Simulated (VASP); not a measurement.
Runs of VASP 6.6.1 on Ge. The structure is that of space group Pm-3m (No. 221), or close to it. The cells are those of the table. 

```csv
task,level,cell,k mesh,cutoff (eV),smearing,gap on the mesh (eV),pressure (GPa),relaxed volume (Å³/atom)
single point,PBE,"a = 2.640, b = 2.756, c = 2.738 Å, angles 91.1, 91.3, 91.4°, 1 atom",10 × 10 × 10,520,fermi-dirac 0.05 eV,none,(b),-
electric field gradients,PBE,"a = 2.710 Å, 1 atom",10 × 10 × 10,410,fermi-dirac 0.05 eV,none,-0.9,-
single point,PBE,"a = 2.692 Å, 1 atom",10 × 10 × 10,520,fermi-dirac 0.05 eV,none,(a),-
single point,PBE,"a = 2.728 Å, 1 atom",10 × 10 × 10,520,fermi-dirac 0.05 eV,none,-1.8,-
relaxation of cell and atoms,PBE,"relaxed from a = 2.710 Å, 1 atom",10 × 10 × 10,600,fermi-dirac 0.05 eV,none,0.0,19.80
single point,PBE,"a = 2.746 Å, 1 atom",10 × 10 × 10,520,fermi-dirac 0.05 eV,none,-3.0,-
relaxation of cell and atoms,PBE+D4,"relaxed from a = 2.710 Å, 1 atom",10 × 10 × 10,600,fermi-dirac 0.05 eV,none,-0.1,19.04
single point,PBE,"a = 2.710 Å, 1 atom",6 × 6 × 6,500,fermi-dirac 0.03 eV,none,-0.4,-
single point,PBEsol,"a = 2.710 Å, 1 atom",8 × 8 × 8,500,fermi-dirac 0.1 eV,none,-2.4,-
relaxation of cell and atoms,PBE+D3(BJ),"relaxed from a = 2.710 Å, 1 atom",10 × 10 × 10,600,fermi-dirac 0.05 eV,none,0.1,19.02
```

Alike in all rows: potentials or basis VASP PAW PBE potentials, release 64 (Ge_d); no spin polarisation.

Problem. Estimate the missing entries.

Solution. (a) 0.8; (b) -0.2.

Caveats: some runs use coarse meshes; pairwise dispersion overbinds metals, which lowers pressure and volume (some runs); the PAW data sets were made with another functional, which shifts forces and pressure a little (some runs).

A k mesh can miss the band edges, and the runs leave out spin-orbit coupling on Ge.

A gap of «none» marks levels without a gap at the run's occupations.
